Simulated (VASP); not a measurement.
# RbSb4F13 (I4/m) in VASP: single point with PBE

Aim: the single point of RbSb4F13 with PBE.

Everything below comes from runs of VASP 6.6.1. Logs are shortened: lines on timing, memory, paths and dates and some standing lists are left out, and cuts for length are marked.

## 1. The cell of the first run

Symmetry: I4/m, No. 87, tetragonal system. Conventional cell: a = 9.635 Å, b = 9.635 Å, c = 6.563 Å, α = 90.00°, β = 90.00°, γ = 90.00°. Within 3.8 Å of Rb (site symmetry 4/m) lie 14 F at 2.92 to 3.68 Å. Sb (site symmetry m) has 4 F at 1.97 to 2.67 Å within 2.7 Å. Within 3.5 Å of F (site symmetry 4/m) lie 4 Sb at 2.67 Å and 8 F at 2.71 Å and 2 Rb at 3.28 Å. Within 2.7 Å of F (site symmetry m) lie 1 Sb at 2.00 Å and 3 F at 2.66 Å. F (site symmetry 1) has 2 Sb at 1.97 to 2.90 Å and 5 F at 2.66 to 2.96 Å and 1 Rb at 2.92 Å within 3.0 Å.

## 2. Single point, PBE

INCAR

```
SYSTEM = RbSb4F13
PREC = Accurate
ENCUT = 520
EDIFF = 1E-6
ISMEAR = -1
SIGMA = 0.02
LREAL = Auto
LASPH = .TRUE.
NELM = 100
ALGO = Normal
ISIF = 2
LWAVE = .FALSE.
LCHARG = .TRUE.
GGA = PE
LELF = .TRUE.
LVHAR = .TRUE.
NBANDS = 75
```

KPOINTS

```
regular mesh
0
G
  5 5 5
  0 0 0
```

POSCAR

```
RbSb4F13
1.0
   -4.8175000000      4.8175000000      3.2815000000
    4.8175000000     -4.8175000000      3.2815000000
    4.8175000000      4.8175000000     -3.2815000000
Rb Sb F
1 4 13
Direct
    0.5000000000      0.5000000000      0.0000000000
    0.0063153787      0.2771275956      0.2834429744
    0.2771275956      0.9936846213      0.2708122169
    0.9936846213      0.7228724044      0.7165570256
    0.7228724044      0.0063153787      0.7291877831
    0.0000000000      0.0000000000      0.0000000000
    0.5614392481      0.8765558280      0.4379950760
    0.8765558280      0.4385607519      0.3151165799
    0.4385607519      0.1234441720      0.5620049240
    0.1234441720      0.5614392481      0.6848834201
    0.4301509704      0.3345563786      0.3207682164
    0.3345563786      0.0137881622      0.9044054082
    0.0137881622      0.1093827540      0.6792317836
    0.1093827540      0.4301509704      0.0955945918
    0.5698490296      0.6654436214      0.6792317836
    0.6654436214      0.9862118378      0.0955945918
    0.9862118378      0.8906172460      0.3207682164
    0.8906172460      0.5698490296      0.9044054082
```

Potentials or basis: VASP PAW PBE potentials, release 64 (Rb_sv, Sb, F).

On the command line:

```
$ cat potpaw_PBE.64/Rb_sv/POTCAR potpaw_PBE.64/Sb/POTCAR potpaw_PBE.64/F/POTCAR > POTCAR
$ mpirun -np 1 vasp_std > vasp.out
```

OUTCAR:

```text
SYSTEM = RbSb4F13
   PREC = Accurate
   ENCUT = 520
   EDIFF = 1E-6
   ISMEAR = -1
   LREAL = Auto
   LASPH = .TRUE.
   NELM = 100
   ISIF = 2
   GGA = PE

 ion  position               nearest neighbor table
   1  0.500  0.500  0.000-  13 2.92  17 2.92  11 2.92  14 2.92  15 2.92  16 2.92  12 2.92  18 2.92
                             6 3.28   6 3.28   9 3.68   7 3.68  10 3.68   8 3.68   3 4.23   3 4.23
   2  0.006  0.277  0.283-  16 1.97  14 1.97   8 2.00   6 2.67   3 3.78   5 3.78   1 4.23   1 4.23

   3  0.277  0.994  0.271-  17 1.97  11 1.97   9 2.00   6 2.67   2 3.78   4 3.78   1 4.23   1 4.23

   4  0.994  0.723  0.717-  12 1.97  18 1.97  10 2.00   6 2.67   5 3.78   3 3.78   1 4.23   1 4.23

   5  0.723  0.006  0.729-  13 1.97  15 1.97   7 2.00   6 2.67   4 3.78   2 3.78   1 4.23   1 4.23

   6  0.000  0.000  0.000-   3 2.67   5 2.67   4 2.67   2 2.67   1 3.28   1 3.28
   7  0.561  0.877  0.438-   5 2.00   1 3.68
   8  0.877  0.439  0.315-   2 2.00   1 3.68
   9  0.439  0.123  0.562-   3 2.00   1 3.68
  10  0.123  0.561  0.685-   4 2.00   1 3.68
  11  0.430  0.335  0.321-   3 1.97   1 2.92
  12  0.335  0.014  0.904-   4 1.97   1 2.92
  13  0.014  0.109  0.679-   5 1.97   1 2.92
  14  0.109  0.430  0.096-   2 1.97   1 2.92
  15  0.570  0.665  0.679-   5 1.97   1 2.92
  16  0.665  0.986  0.096-   2 1.97   1 2.92
  17  0.986  0.891  0.321-   3 1.97   1 2.92
  18  0.891  0.570  0.904-   4 1.97   1 2.92

  LATTYP: Found a body centered tetragonal cell.
 ALAT       =     9.6350000000
 C/A-ratio  =     0.6811624286

  Lattice vectors:

 A1 = (  -4.8175000000,   4.8175000000,   3.2815000000)
 A2 = (   4.8175000000,  -4.8175000000,   3.2815000000)
 A3 = (   4.8175000000,   4.8175000000,  -3.2815000000)

Analysis of symmetry for initial positions (statically):
=====================================================================
 Subroutine PRICEL returns:
 Original cell was already a primitive cell.

 Routine SETGRP: Setting up the symmetry group for a
 body centered tetragonal supercell.

 Subroutine GETGRP returns: Found  8 space group operations
 (whereof  8 operations were pure point group operations)
 out of a pool of 16 trial point group operations.

The static configuration has the point symmetry C_4h.

Analysis of symmetry for dynamics (positions and initial velocities):
=====================================================================
 Subroutine PRICEL returns:
 Original cell was already a primitive cell.

 Routine SETGRP: Setting up the symmetry group for a
 body centered tetragonal supercell.

 Subroutine GETGRP returns: Found  8 space group operations
 (whereof  8 operations were pure point group operations)
 out of a pool of 16 trial point group operations.

The dynamic configuration has the point symmetry C_4h.

 Subroutine INISYM returns: Found  8 space group operations
 (whereof  8 operations are pure point group operations),
 and found     1 'primitive' translations

----------------------------------------------------------------------------------------

                                     Primitive cell

  volume of cell :     304.6322

  direct lattice vectors                    reciprocal lattice vectors
    -4.817500000  4.817500000  3.281500000     0.000000000  0.103788272  0.152369343
     4.817500000 -4.817500000  3.281500000     0.103788272  0.000000000  0.152369343
     4.817500000  4.817500000 -3.281500000     0.103788272  0.103788272  0.000000000

  length of vectors
     7.562066831  7.562066831  7.562066831     0.184359492  0.184359492  0.146778782

  position of ions in fractional coordinates (direct lattice)
     0.500000000  0.500000000  0.000000000
     0.006315379  0.277127596  0.283442974
     0.277127596  0.993684621  0.270812217
     0.993684621  0.722872404  0.716557026
     0.722872404  0.006315379  0.729187783
     0.000000000  0.000000000  0.000000000
[... 10 lines left out ...]
     0.986211838  0.890617246  0.320768216
     0.890617246  0.569849030  0.904405408

  ion indices of the primitive-cell ions
   primitive index   ion index
                 1           1
                 2           2
                 3           3
                 4           4
                 5           5
                 6           6
[... 10 lines left out ...]
                17          17
                18          18

----------------------------------------------------------------------------------------

 KPOINTS: regular mesh

Automatic generation of k-mesh.
 Grid dimensions read from file:
 generate k-points for:    5    5    5

 Generating k-lattice:

  Cartesian coordinates                     Fractional coordinates (reciprocal lattice)
     0.000000000  0.020757654  0.030473869     0.200000000  0.000000000 -0.000000000
     0.020757654  0.000000000  0.030473869     0.000000000  0.200000000 -0.000000000
     0.020757654  0.020757654  0.000000000     0.000000000  0.000000000  0.200000000

  Length of vectors
     0.036871898  0.036871898  0.029355756

  Shift w.r.t. Gamma in fractional coordinates (k-lattice)
     0.000000000  0.000000000  0.000000000

 Subroutine IBZKPT returns following result:
 ===========================================

 Found     21 irreducible k-points:

 Following reciprocal coordinates:
            Coordinates               Weight
  0.000000  0.000000  0.000000      1.000000
  0.200000 -0.000000  0.000000      8.000000
  0.400000 -0.000000  0.000000      8.000000
  0.200000  0.200000  0.000000      8.000000
  0.400000  0.200000  0.000000      8.000000
 -0.200000 -0.400000 -0.000000      8.000000
[... 13 lines left out ...]
 -0.400000  0.400000  0.400000      4.000000
 -0.400000 -0.400000  0.400000      2.000000
   k-points           NKPTS =     21   k-points in BZ     NKDIM =     21   number of bands    NBANDS=     75
   number of dos      NEDOS =    301   number of ions     NIONS =     18
   total plane-waves  NPLWV = 175616
   dimension x,y,z NGX =    56 NGY =   56 NGZ =   56
   dimension x,y,z NGXF=   112 NGYF=  112 NGZF=  112
   ions per type =               1   4  13
   NGX,Y,Z   is equivalent  to a cutoff of  12.31, 12.31, 12.31 a.u.
   NGXF,Y,Z  is equivalent  to a cutoff of  24.62, 24.62, 24.62 a.u.
 SYSTEM =  RbSb4F13
   PREC   = accura    normal or accurate (medium, high low for compatibility)
   ISTART =      0    job   : 0-new  1-cont  2-samecut
   ICHARG =      2    charge: 1-file 2-atom 10-const
   ISPIN  =      1    spin polarized calculation?
   LNONCOLLINEAR =      F non collinear calculations
   LSORBIT =      F    spin-orbit coupling
   LASPH  =      T    aspherical Exc in radial PAW
   ENCUT  =  520.0 eV  38.22 Ry    6.18 a.u.  14.06 14.06 14.06*2*pi/ulx,y,z
   NELM   =    100;   NELMIN=  2; NELMDL= -5     # of ELM steps
   EDIFF  = 0.1E-05   stopping-criterion for ELM
   LREAL  =      T    real-space projection
   EDIFFG = 0.1E-04   stopping-criterion for IOM
   NSW    =      0    number of steps for IOM
   IBRION =     -1    ionic relax: 0-MD 1-quasi-New 2-CG
   NFREE  =      0    steps in history (QN), initial steepest desc. (CG)
   ISIF   =      2    stress and relaxation
   ISYM   =      2    0-nonsym 1-usesym 2-fastsym
   POTIM  = 0.5000    time-step for ionic-motion
   TEBEG  =    0.0;   TEEND  =   0.0 temperature during run
   PSTRESS=    0.0 pullay stress
   NELECT =     120.0000    total number of electrons
   NUPDOWN=      -1.0000    fix difference up-down
   EMIN   =  10.00;   EMAX   =-10.00  energy-range for DOS
   EFERMI =   0.00;   METHOD = LEGACY
   ISMEAR =    -1;   SIGMA  =   0.02  broadening in eV -4-tet -1-fermi 0-gaus
   EFERMI_NEDOS =   21; number of points for ismear=-14 and -15
   IALGO  =     38    algorithm
   IMIX   =      4    mixing-type and parameters
     AMIX     =   0.40;   BMIX     =  1.00
     AMIX_MAG =   1.60;   BMIX_MAG =  1.00
  volume/ion in A,a.u.               =      16.92       114.21
  Fermi-wavevector in a.u.,A,eV,Ry     =   1.200079  2.267821 19.594981  1.440190
  Thomas-Fermi vector in A             =   2.335925
   LORBIT       =      0    0 simple, 1 ext, 2 COOP (PROOUT), +10 PAW based schemes
   GGA     = PE    functional components
   LHFCALC =     F    Hartree Fock is set to
   AEXX    =    0.0000 exact exchange contribution
   IVDW    =     0    specifies the selected vdW correction
   LEPSILON=     F    determine dielectric tensor
   LRPA    =     F    only Hartree local field effects (RPA)
 non-spin polarized calculation
  energy-cutoff  :      520.00
  volume of cell :      304.63
 maximum number of plane-waves:      8236
   NGX = 29   NGY = 29   NGZ = 29

 number of electron     119.9999958 magnetization

 Free energy of the ion-electron system (eV)
  ---------------------------------------------------
  ext. energy  EPLUGINS =         0.00000000
  ---------------------------------------------------
  free energy    TOTEN  =       -83.45868155 eV

  energy without entropy =      -83.45868155  energy(sigma->0) =      -83.45868155

 E-fermi :   0.5622     XC(G=0):  -8.8514

 val. band max:        0.0242510037   @ k =   0.2000   0.2000   0.2000
 cond. band min:       4.7757297501   @ k =  -0.2000  -0.4000   0.2000
 fundamental gap:      4.7514787464
 Fermi energy:         0.5621960926

 k-point     1 :       0.0000    0.0000    0.0000
  band No.  band energies     occupation
      1     -22.7500      2.00000
      2     -21.7217      2.00000
      3     -21.5411      2.00000
      4     -21.5100      2.00000
      5     -21.5100      2.00000
      6     -21.1436      2.00000
[... 64 lines left out ...]
     71       7.4746      0.00000
     72       8.1354      0.00000

 k-point     2 :       0.2000   -0.0000    0.0000
  band No.  band energies     occupation
      1     -22.7467      2.00000
      2     -21.7093      2.00000
      3     -21.5512      2.00000
      4     -21.5225      2.00000
      5     -21.5102      2.00000
      6     -21.1448      2.00000
[... 64 lines left out ...]
     71       7.5132      0.00000
     72       8.1860      0.00000

 k-point     3 :       0.4000   -0.0000    0.0000
  band No.  band energies     occupation
      1     -22.7414      2.00000
      2     -21.6714      2.00000
      3     -21.5814      2.00000
      4     -21.5455      2.00000
      5     -21.5161      2.00000
      6     -21.1299      2.00000
[... 1339 lines left out ...]
     71       7.4735      0.00000
     72       7.9061      0.00000

 k-point    21 :      -0.4000   -0.4000    0.4000
  band No.  band energies     occupation
      1     -22.7439      2.00000
      2     -21.5963      2.00000
      3     -21.5859      2.00000
      4     -21.5859      2.00000
      5     -21.5549      2.00000
      6     -21.1750      2.00000
[... 64 lines left out ...]
     71       7.2594      0.00000
     72       7.9575      0.00000
 [bands above 72 left out]

------------------------ aborting loop because EDIFF is reached ----------------------------------------

  FORCE on cell =-STRESS in cart. coord.  units (eV):
  Direction    XX          YY          ZZ          XY          YZ          ZX
  --------------------------------------------------------------------------------------
  -------------------------------------------------------------------------------------
  Total        2.8907241      2.8907241      0.9933841      0.0000002     -0.0000000      0.0000000
  in kB       15.2034229     15.2034229      5.2245865      0.0000012     -0.0000000      0.0000000
  external PRESSURE =      11.8771441 kB  Pullay stress =       0.0000000 kB

 VOLUME and BASIS-vectors are now :
 -----------------------------------------------------------------------------
  energy-cutoff  :      520.00
  volume of cell :      304.63
      direct lattice vectors                 reciprocal lattice vectors
    -4.817500000  4.817500000  3.281500000     0.000000000  0.103788272  0.152369343
     4.817500000 -4.817500000  3.281500000     0.103788272  0.000000000  0.152369343
     4.817500000  4.817500000 -3.281500000     0.103788272  0.103788272  0.000000000

 POSITION                                       TOTAL-FORCE (eV/Angst)
 -----------------------------------------------------------------------------------
      0.00000      0.00000      3.28150        -0.000000      0.000000     -0.000000
      2.67012      0.06085     -0.00000         0.003380     -0.013542     -0.000000
      4.75665     -2.14738      3.28150         0.013542      0.003380     -0.000000
      2.14738      4.75665      3.28150        -0.003380      0.013542      0.000000
      0.06085      6.96488      0.00000        -0.013542     -0.003380      0.000000
      0.00000      0.00000      0.00000        -0.000000      0.000000      0.000000
[... 10 lines left out ...]
      1.08477      2.00583      5.10621        -0.000793      0.000223      0.020571
      2.81167      5.90227      1.82471        -0.000223     -0.000793      0.020571
 -----------------------------------------------------------------------------------
    total drift:                                0.000000      0.000000     -0.000000

  FREE ENERGIE OF THE ION-ELECTRON SYSTEM (eV)
  ---------------------------------------------------
  free  energy   TOTEN  =       -83.4586815525 eV

  energy  without entropy=      -83.4586815525  energy(sigma->0) =      -83.45868155
```

It took 7.9 min on 1 thread of AMD EPYC 9R45 (Zen 5), shared host; peak memory 0.56 GiB.

Results:

- Free energy: -83.4587 eV
- Pressure: 1.2 GPa
- Largest force: 0.039 eV/Å
- Band gap on the k mesh: 4.75 eV (least direct gap 4.82 eV)

Forces on the atoms (eV/Å):
```
Rb   0.000  0.000  0.000
Sb   0.003 -0.014  0.000
Sb   0.014  0.003  0.000
Sb  -0.003  0.014  0.000
Sb  -0.014 -0.003  0.000
F    0.000  0.000  0.000
F    0.029  0.027  0.000
F   -0.027  0.029  0.000
F   -0.029 -0.027  0.000
F    0.027 -0.029  0.000
F   -0.001  0.000 -0.021
F    0.000 -0.001 -0.021
F    0.001  0.000 -0.021
F    0.000  0.001 -0.021
F    0.001  0.000  0.021
F    0.000  0.001  0.021
F   -0.001  0.000  0.021
F    0.000 -0.001  0.021
```

Caveat: spin-orbit coupling is left out, which moves the levels of the heavy elements. A k mesh can miss the band edges.
